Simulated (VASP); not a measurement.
Write the native input for VASP 6.6.1 that does the following.

```
Task                   : single point
Functional             : LDA
Potentials or basis    : VASP PAW LDA potentials, release 64 (Zr_sv, B)
Cutoff                 : 520 eV
k mesh                 : 16 × 16 × 16
Occupations            : gaussian, width 0.15 eV
Spin                   : no spin polarisation
Dipole correction      : no
Further INCAR settings : ALGO = Normal; EDIFF = 1e-07; NBANDS = 14
```

The structure of ZrB lies in POSCAR:

```
ZrB
1.0
    0.0000000000      2.4153850465      2.1496926914
    2.4153850465      0.0000000000      2.1496926914
    2.4153850465      2.4153850465      0.0000000000
Zr B
1 1
Direct
    0.0000000000      0.0000000000      0.0000000000
    0.5000000000      0.5000000000      0.5000000000
```

This cell differs from its parent crystal: normal strain along x +0.0000, normal strain along z -0.1100.

The input as run:

INCAR

```
SYSTEM = ZrB
PREC = Accurate ; ENCUT = 520
EDIFF = 1E-7 ; ISMEAR = 0
SIGMA = 0.15 ; LREAL = .FALSE.
LASPH = .TRUE. ; NELM = 100
ALGO = Normal ; ISIF = 2
LWAVE = .FALSE. ; LCHARG = .FALSE.
NBANDS = 14
```

KPOINTS

```
Automatic mesh
0
G
  16 16 16
  0 0 0
```

Potentials or basis: VASP PAW LDA potentials, release 64 (Zr_sv, B).

The run is started by

```console
$ cat potpaw_LDA.64/Zr_sv/POTCAR potpaw_LDA.64/B/POTCAR > POTCAR
$ mpirun -np 1 vasp_std > vasp.out
```

It gave:

```
Pressure : 28.0 GPa
```

Caveat: the cell differs from its parent crystal (normal strain along x +0.0000, normal strain along z -0.1100).

It took 3 min on 1 thread of AMD EPYC 7R43 64-Core Processor (Zen 3) (shared host), peak memory 0.2 GiB.
